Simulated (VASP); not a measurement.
# AlN (P6_3mc) in VASP: a series of runs

Aim: see how the results for AlN move with the level of theory and the settings. Levels: PBEsol, LDA. Tasks: relaxation of cell and atoms, single point.

Program: VASP 6.6.1. These are calculated values, not measurements. Logs are shortened: lines on timing, memory, paths and dates and some standing lists are left out, and cuts for length are marked.

## (1) The cell of the first run

The structure is hexagonal, space group P6_3mc (No. 186). The conventional cell has a = 3.113 Å, b = 3.113 Å, c = 4.981 Å, α = 90.00°, β = 90.00°, γ = 120.00°. Within 2.5 Å of Al (site symmetry 3m) lie 4 N at 1.89 Å. Within 2.5 Å of N (site symmetry 3m) lie 4 Al at 1.89 Å.

## (2) Relaxation of cell and atoms, PBEsol, target pressure 10 GPa, at which the enthalpy is minimised

File INCAR:

```
  PREC = Accurate
  ENCUT = 600
  EDIFF = 1E-7
  ISMEAR = -1
  SIGMA = 0.05
  LREAL = False
  LASPH = True
  NELM = 80
  ALGO = Normal
  ISIF = 3
  LWAVE = False
  LCHARG = False
  GGA = PS
  IBRION = 2
  NSW = 80
  EDIFFG = -0.02
  PSTRESS = 100.0
```

File KPOINTS:

```
regular mesh
0
Gamma
  10 10 6
```

File POSCAR:

```
AlN
1.0
    3.1130000000      0.0000000000      0.0000000000
   -1.5565000000      2.6959370820      0.0000000000
    0.0000000000      0.0000000000      4.9810000000
Al N
2 2
Direct
    0.6666666667      0.3333333333      0.5000000000
    0.3333333333      0.6666666667      0.0000000000
    0.6666666667      0.3333333333      0.8800000000
    0.3333333333      0.6666666667      0.3800000000
```

Potentials or basis: VASP PAW PBE potentials, release 64 (Al, N).

On the command line:

```
$ cat potpaw_PBE.64/Al/POTCAR potpaw_PBE.64/N/POTCAR > POTCAR
$ mpirun -np 1 vasp_std > vasp.out
```

OUTCAR:

```text
PREC = Accurate
   ENCUT = 600
   EDIFF = 1E-7
   ISMEAR = -1
   LREAL = False
   LASPH = True
   NELM = 80
   ISIF = 3
   GGA = PS
   IBRION = 2
   NSW = 80
   EDIFFG = -0.02
   PSTRESS = 100.0

 ion  position               nearest neighbor table
   1  0.667  0.333  0.500-   3 1.89   4 1.89   4 1.89   4 1.89   2 3.07   2 3.07   2 3.07   2 3.07
                             2 3.07   2 3.07
   2  0.333  0.667  0.000-   4 1.89   3 1.89   3 1.89   3 1.89   1 3.07   1 3.07   1 3.07   1 3.07
                             1 3.07   1 3.07
   3  0.667  0.333  0.880-   1 1.89   2 1.89   2 1.89   2 1.89
   4  0.333  0.667  0.380-   2 1.89   1 1.89   1 1.89   1 1.89

  LATTYP: Found a hexagonal cell.
 ALAT       =     3.1130000000
 C/A-ratio  =     1.6000642467

  Lattice vectors:

 A1 = (   3.1130000000,   0.0000000000,   0.0000000000)
 A2 = (  -1.5565000000,   2.6959370820,   0.0000000000)
 A3 = (   0.0000000000,   0.0000000000,   4.9810000000)

Analysis of symmetry for initial positions (statically):
=====================================================================
 Subroutine PRICEL returns:
 Original cell was already a primitive cell.

 Routine SETGRP: Setting up the symmetry group for a
 hexagonal supercell.

 Subroutine GETGRP returns: Found 12 space group operations
 (whereof  6 operations were pure point group operations)
 out of a pool of 24 trial point group operations.

The static configuration has the point symmetry C_3v.
 The point group associated with its full space group is C_6v.

Analysis of symmetry for dynamics (positions and initial velocities):
=====================================================================
 Subroutine PRICEL returns:
 Original cell was already a primitive cell.

 Routine SETGRP: Setting up the symmetry group for a
 hexagonal supercell.

 Subroutine GETGRP returns: Found 12 space group operations
 (whereof  6 operations were pure point group operations)
 out of a pool of 24 trial point group operations.

The dynamic configuration has the point symmetry C_3v.
 The point group associated with its full space group is C_6v.

 Subroutine INISYM returns: Found 12 space group operations
 (whereof  6 operations are pure point group operations),
 and found     1 'primitive' translations

----------------------------------------------------------------------------------------

                                     Primitive cell

  volume of cell :      41.8028

  direct lattice vectors                    reciprocal lattice vectors
     3.113000000  0.000000000  0.000000000     0.321233537  0.185464269  0.000000000
    -1.556500000  2.695937082  0.000000000     0.000000000  0.370928538  0.000000000
     0.000000000  0.000000000  4.981000000     0.000000000  0.000000000  0.200762899

  length of vectors
     3.113000000  3.113000000  4.981000000     0.370928538  0.370928538  0.200762899

  position of ions in fractional coordinates (direct lattice)
     0.666666667  0.333333333  0.500000000
     0.333333333  0.666666667  0.000000000
     0.666666667  0.333333333  0.880000000
     0.333333333  0.666666667  0.380000000

  ion indices of the primitive-cell ions
   primitive index   ion index
                 1           1
                 2           2
                 3           3
                 4           4

----------------------------------------------------------------------------------------

 KPOINTS: regular mesh

Automatic generation of k-mesh.
 Grid dimensions read from file:
 generate k-points for:   10   10    6

 Generating k-lattice:

  Cartesian coordinates                     Fractional coordinates (reciprocal lattice)
     0.032123354  0.018546427  0.000000000     0.100000000  0.000000000  0.000000000
     0.000000000  0.037092854  0.000000000     0.000000000  0.100000000  0.000000000
     0.000000000  0.000000000  0.033460483     0.000000000  0.000000000  0.166666667

  Length of vectors
     0.037092854  0.037092854  0.033460483

  Shift w.r.t. Gamma in fractional coordinates (k-lattice)
     0.000000000  0.000000000  0.000000000

 Subroutine IBZKPT returns following result:
 ===========================================

 Found     56 irreducible k-points:

 Following reciprocal coordinates:
            Coordinates               Weight
  0.000000  0.000000  0.000000      1.000000
  0.100000 -0.000000  0.000000      6.000000
  0.200000 -0.000000  0.000000      6.000000
  0.300000 -0.000000  0.000000      6.000000
  0.400000  0.000000  0.000000      6.000000
  0.500000 -0.000000  0.000000      3.000000
[... 16 lines left out ...]
  0.300000  0.100000  0.166667     24.000000
  0.400000  0.100000  0.166667     24.000000
 [... further k-points ...]
   k-points           NKPTS =     56   k-points in BZ     NKDIM =     56   number of bands    NBANDS=     12
   number of dos      NEDOS =    301   number of ions     NIONS =      4
   total plane-waves  NPLWV =  31360
   dimension x,y,z NGX =    28 NGY =   28 NGZ =   40
   dimension x,y,z NGXF=    56 NGYF=   56 NGZF=   80
   ions per type =               2   2
   NGX,Y,Z   is equivalent  to a cutoff of  14.95, 14.95, 13.35 a.u.
   NGXF,Y,Z  is equivalent  to a cutoff of  29.91, 29.91, 26.70 a.u.
 SYSTEM =  unknown system
   PREC   = accura    normal or accurate (medium, high low for compatibility)
   ISTART =      0    job   : 0-new  1-cont  2-samecut
   ICHARG =      2    charge: 1-file 2-atom 10-const
   ISPIN  =      1    spin polarized calculation?
   LNONCOLLINEAR =      F non collinear calculations
   LSORBIT =      F    spin-orbit coupling
   LASPH  =      T    aspherical Exc in radial PAW
   ENCUT  =  600.0 eV  44.10 Ry    6.64 a.u.   6.22  6.22  9.95*2*pi/ulx,y,z
   NELM   =     80;   NELMIN=  2; NELMDL= -5     # of ELM steps
   EDIFF  = 0.1E-06   stopping-criterion for ELM
   LREAL  =      F    real-space projection
   EDIFFG = -.2E-01   stopping-criterion for IOM
   NSW    =     80    number of steps for IOM
   IBRION =      2    ionic relax: 0-MD 1-quasi-New 2-CG
   NFREE  =      1    steps in history (QN), initial steepest desc. (CG)
   ISIF   =      3    stress and relaxation
   ISYM   =      2    0-nonsym 1-usesym 2-fastsym
   POTIM  = 0.5000    time-step for ionic-motion
   TEBEG  =    0.0;   TEEND  =   0.0 temperature during run
   PSTRESS=  100.0 pullay stress
   NELECT =      16.0000    total number of electrons
   NUPDOWN=      -1.0000    fix difference up-down
   EMIN   =  10.00;   EMAX   =-10.00  energy-range for DOS
   EFERMI =   0.00;   METHOD = LEGACY
   ISMEAR =    -1;   SIGMA  =   0.05  broadening in eV -4-tet -1-fermi 0-gaus
   EFERMI_NEDOS =   21; number of points for ismear=-14 and -15
   IALGO  =     38    algorithm
   IMIX   =      4    mixing-type and parameters
     AMIX     =   0.40;   BMIX     =  1.00
     AMIX_MAG =   1.60;   BMIX_MAG =  1.00
  volume/ion in A,a.u.               =      10.45        70.52
  Fermi-wavevector in a.u.,A,eV,Ry     =   1.188629  2.246183 19.222843  1.412839
  Thomas-Fermi vector in A             =   2.324754
   LORBIT       =      0    0 simple, 1 ext, 2 COOP (PROOUT), +10 PAW based schemes
   GGA     = PS    functional components
   LHFCALC =     F    Hartree Fock is set to
   AEXX    =    0.0000 exact exchange contribution
   IVDW    =     0    specifies the selected vdW correction
   LEPSILON=     F    determine dielectric tensor
   LRPA    =     F    only Hartree local field effects (RPA)
 conjugate gradient relaxation of ions
 non-spin polarized calculation
  energy-cutoff  :      600.00
  volume of cell :       41.80
 maximum number of plane-waves:      1412
 NGX is ok and might be reduce to    28
   NGX = 13   NGY = 13   NGZ = 19

--------------------------------------- Ionic step        1  -------------------------------------------

 number of electron      16.0000000 magnetization

 Free energy of the ion-electron system (eV)
  ---------------------------------------------------
  ext. energy  EPLUGINS =         0.00000000
  ---------------------------------------------------
  free energy    TOTEN  =       -31.31434194 eV

  energy without entropy =      -31.31434194  energy(sigma->0) =      -31.31434194

------------------------ aborting loop because EDIFF is reached ----------------------------------------

  FORCE on cell =-STRESS in cart. coord.  units (eV):
  Direction    XX          YY          ZZ          XY          YZ          ZX
  --------------------------------------------------------------------------------------
  -------------------------------------------------------------------------------------
  Total       -0.1047891     -0.1047891      0.2860368      0.0000000      0.0000000     -0.0000000
  in kB       -4.0162560     -4.0162560     10.9629407      0.0000000      0.0000000     -0.0000000
  external PRESSURE =     -99.0231904 kB  Pullay stress =     100.0000000 kB

 VOLUME and BASIS-vectors are now :
 -----------------------------------------------------------------------------
  energy-cutoff  :      600.00
  volume of cell :       41.80
      direct lattice vectors                 reciprocal lattice vectors
     3.113000000  0.000000000  0.000000000     0.321233537  0.185464269  0.000000000
    -1.556500000  2.695937082  0.000000000     0.000000000  0.370928538  0.000000000
     0.000000000  0.000000000  4.981000000     0.000000000  0.000000000  0.200762899
[... 170 lines left out ...]
  FREE ENERGIE OF THE ION-ELECTRON SYSTEM (eV)
  ---------------------------------------------------
  free  energy   TOTEN  =       -31.2589553899 eV

  energy  without entropy=      -31.2589553899  energy(sigma->0) =      -31.25895539

  enthalpy is  TOTEN    =       -28.7657037363 eV   P V=        2.4932516536

--------------------------------------- Ionic step        6  -------------------------------------------

 number of electron      16.0000001 magnetization

 Free energy of the ion-electron system (eV)
  ---------------------------------------------------
  ext. energy  EPLUGINS =         0.00000000
  ---------------------------------------------------
  free energy    TOTEN  =       -31.25878922 eV

  energy without entropy =      -31.25878922  energy(sigma->0) =      -31.25878922

 E-fermi :   7.4905     XC(G=0): -11.3045

 val. band max:        6.5378833803   @ k =   0.0000   0.0000   0.0000
 cond. band min:      11.0362561154   @ k =   0.0000   0.0000   0.0000
 fundamental gap:      4.4983727350
 Fermi energy:         7.4904716171

 k-point     1 :       0.0000    0.0000    0.0000
  band No.  band energies     occupation
      1      -8.9422      2.00000
      2      -6.5975      2.00000
      3       0.2566      2.00000
      4       5.5858      2.00000
      5       5.5858      2.00000
      6       6.2608      2.00000
      7       6.2608      2.00000
      8       6.5379      2.00000
      9      11.0363      0.00000
     10      13.4317      0.00000
     11      17.4104      0.00000
     12      17.8254      0.00000

 k-point     2 :       0.1000   -0.0000    0.0000
  band No.  band energies     occupation
      1      -8.8071      2.00000
      2      -6.5210      2.00000
      3       0.4139      2.00000
      4       4.9871      2.00000
      5       5.4135      2.00000
      6       5.6960      2.00000
      7       6.2441      2.00000
      8       6.4782      2.00000
      9      11.6018      0.00000
     10      13.9419      0.00000
     11      16.7999      0.00000
     12      16.9924      0.00000
[... 316 lines left out ...]
 k-point    24 :       0.4000    0.1000    0.1667
  band No.  band energies     occupation
      1      -6.8019      2.00000
      2      -6.0750      2.00000
      3       0.8640      2.00000
      4       1.9514      2.00000
      5       3.3066      2.00000
      6       4.1119      2.00000
      7       5.0331      2.00000
      8       5.3823      2.00000
      9      12.0485      0.00000
     10      12.9819      0.00000
     11      15.6041      0.00000
     12      16.4918      0.00000

 [... further k-points ...]

------------------------ aborting loop because EDIFF is reached ----------------------------------------

  FORCE on cell =-STRESS in cart. coord.  units (eV):
  Direction    XX          YY          ZZ          XY          YZ          ZX
  --------------------------------------------------------------------------------------
  -------------------------------------------------------------------------------------
  Total        2.5261424      2.5261424      2.5024395      0.0000000      0.0000000      0.0000000
  in kB      101.3370518    101.3370518    100.3861999      0.0000000      0.0000000      0.0000000
  external PRESSURE =       1.0201012 kB  Pullay stress =     100.0000000 kB

 VOLUME and BASIS-vectors are now :
 -----------------------------------------------------------------------------
  energy-cutoff  :      600.00
  volume of cell :       39.94
      direct lattice vectors                 reciprocal lattice vectors
     3.069393981 -0.000000000  0.000000000     0.325797212  0.188099108 -0.000000000
    -1.534696990  2.658173162 -0.000000000     0.000000000  0.376198216 -0.000000000
     0.000000000  0.000000000  4.895130149    -0.000000000  0.000000000  0.204284660

 POSITION                                       TOTAL-FORCE (eV/Angst)
 -----------------------------------------------------------------------------------
      1.53470      0.88606      2.44002         0.000000      0.000000      0.003049
     -0.00000      1.77212      4.88758         0.000000      0.000000      0.003049
      1.53470      0.88606      4.31526        -0.000000     -0.000000     -0.003049
     -0.00000      1.77212      1.86770        -0.000000     -0.000000     -0.003049
 -----------------------------------------------------------------------------------
    total drift:                               -0.000000      0.000000      0.000520

  FREE ENERGIE OF THE ION-ELECTRON SYSTEM (eV)
  ---------------------------------------------------
  free  energy   TOTEN  =       -31.2587892183 eV

  energy  without entropy=      -31.2587892183  energy(sigma->0) =      -31.25878922

  enthalpy is  TOTEN    =       -28.7659769888 eV   P V=        2.4928122295

 reached required accuracy - stopping structural energy minimisation
```

Run time: 47 s. Hardware: 1 thread of Intel Xeon 6975P-C (Granite Rapids), shared host; peak memory 0.19 GiB.

Results:

```
Free energy                                            : -31.2588 eV
Relaxed volume                                         : 9.98 Å³/atom
Relaxed cell                                           : a = 3.069 Å, b = 3.069 Å, c = 4.895 Å, α = 90.00°, β = 90.00°, γ = 120.00°
Space group after relaxing (to 0.05 Å)                 : P6_3mc (No. 186)
Energy change on relaxing (the enthalpy is what falls) : +13.9 meV/atom
Ionic steps                                            : 6
Pressure after relaxing                                : 10.1 GPa
Largest force after relaxing                           : 0.003 eV/Å
Band gap on the k mesh                                 : 4.50 eV, direct
```

Forces on the atoms (eV/Å):
```
Al   0.000  0.000  0.003
Al   0.000  0.000  0.003
N    0.000  0.000 -0.003
N    0.000  0.000 -0.003
```

The path:
```
step  energy change (eV)  largest force (eV/Å)  pressure (GPa)  volume (Å³)
   1              0.0000                0.1320            0.10        41.80
   2              0.2560                0.0856           23.32        38.02
   3              0.0534                0.0479            9.91        39.99
   4              0.0556                0.0458           10.12        39.95
   5              0.0554                0.0237           10.12        39.95
   6              0.0556                0.0030           10.10        39.94
```

Final structure:
```
CELL_PARAMETERS angstrom
3.06939 0.00000 0.00000
-1.53470 2.65817 0.00000
0.00000 0.00000 4.89513
ATOMIC_POSITIONS crystal
Al 0.66667 0.33333 0.49846
Al 0.33333 0.66667 0.99846
N 0.66667 0.33333 0.88154
N 0.33333 0.66667 0.38154
```

Levels at points of the mesh, in eV from the valence-band top:
```csv
k point,band 6,band 7,band 8,band 9,band 10,band 11
"(0.00, 0.00, 0.00)",-0.28,-0.28,0.00,4.50,6.89,10.87
"(0.50, 0.00, 0.00)",-2.23,-1.90,-0.75,5.77,5.78,8.44
"(0.00, 0.00, 0.50)",-0.62,-0.62,-0.62,6.73,6.73,10.57
"(0.50, 0.00, 0.50)",-1.57,-1.43,-1.43,5.31,5.31,9.37
```

Caveat: the cell is relaxed towards a set pressure, so the enthalpy falls and the energy may rise; the PAW data sets were made with another functional, which shifts forces and pressure a little. A k mesh can miss the band edges.

(Continued in part 2 of 2.)
